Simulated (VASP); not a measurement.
Input of a VASP 6.6.1 run:

INCAR

```
ALGO = Normal
EDIFF = 1E-6
ENCUT = 520
GGA = PE
ISIF = 2
ISMEAR = 0
IVDW = 12
LASPH = True
LCHARG = False
LREAL = False
LWAVE = False
NBANDS = 20
NELM = 80
PREC = Accurate
SIGMA = 0.1
```

KPOINTS

```
k-points
0
Gamma
  18 18 8
```

File POSCAR:

```
WS2
1.0
    2.7666548911      0.0000000000      0.0000000000
   -1.3833274456      2.3959934192      0.0000000000
    0.0000000000      0.0000000000      5.5782475819
W S
1 2
Direct
    0.3333333333      0.6666666667      0.0000000000
    0.6666666667      0.3333333333      0.7120117128
    0.6666666667      0.3333333333      0.2879882872
```

Potentials or basis: VASP PAW PBE potentials, release 64 (W_sv, S).

Launch:

```console
$ cat potpaw_PBE.64/W_sv/POTCAR potpaw_PBE.64/S/POTCAR > POTCAR
$ mpirun -np 1 vasp_std > vasp.out
```

(1) Predict the band gap on the k mesh.

(2) What does it give for the largest force?

(3) What does it give for the pressure?

Answers

(1) zero (bands 13 and 14 overlap by 0.51 eV).

(2) 0.039 eV/Å.

(3) 90.4 GPa.

Caveat: the cell stands under pressure; spin-orbit coupling is left out, which moves the levels of the heavy elements.
